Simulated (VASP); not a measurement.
Set up this calculation in VASP 6.6.1, as the native input.

| Property | Result |
| --- | --- |
| Task | single point |
| Functional | PBE |
| Potentials or basis | VASP PAW PBE potentials, release 64 (Ca_sv, Se) |
| Cutoff | 520 eV |
| k mesh | 4 × 4 × 4 |
| Occupations | methfessel-paxton, width 0.5 eV |
| Spin | no spin polarisation |
| Dipole correction | no |
| Further INCAR settings | ALGO = Normal; EDIFF = 1e-06; NBANDS = 15 |

The structure of CaSe lies in POSCAR:

```
CaSe
1.0
    0.0000000000      3.2795613661      3.2795613661
    3.2795613661      0.0000000000      3.2795613661
    3.2795613661      3.2795613661      0.0000000000
Ca Se
1 1
Direct
    0.0000000000      0.0000000000      0.0000000000
    0.2500000000      0.2500000000      0.2500000000
```

These files were run (other wordings do the same):

INCAR

```
SYSTEM = CaSe
PREC = Accurate
ENCUT = 520
EDIFF = 1E-6
ISMEAR = 1
SIGMA = 0.5
LREAL = .False.
LASPH = .True.
NELM = 100
ALGO = Normal
ISIF = 2
LWAVE = .False.
LCHARG = .False.
GGA = PE
NBANDS = 15
```

KPOINTS

```
regular mesh
0
Gamma
  4 4 4
  0 0 0
```

Potentials or basis: VASP PAW PBE potentials, release 64 (Ca_sv, Se).

Command:

```bash
$ cat potpaw_PBE.64/Ca_sv/POTCAR potpaw_PBE.64/Se/POTCAR > POTCAR
$ mpirun -np 1 vasp_std > vasp.out
```

It gave:

The pressure is 0.5 GPa. The band gap on the k mesh is 3.20 eV, indirect (least direct gap 3.30 eV).

Run time: 14 s on 1 thread of Intel(R) Xeon(R) Platinum 8259CL CPU @ 2.50GHz (Skylake/Cascade Lake), on a shared host, peak memory 0.19 GiB.
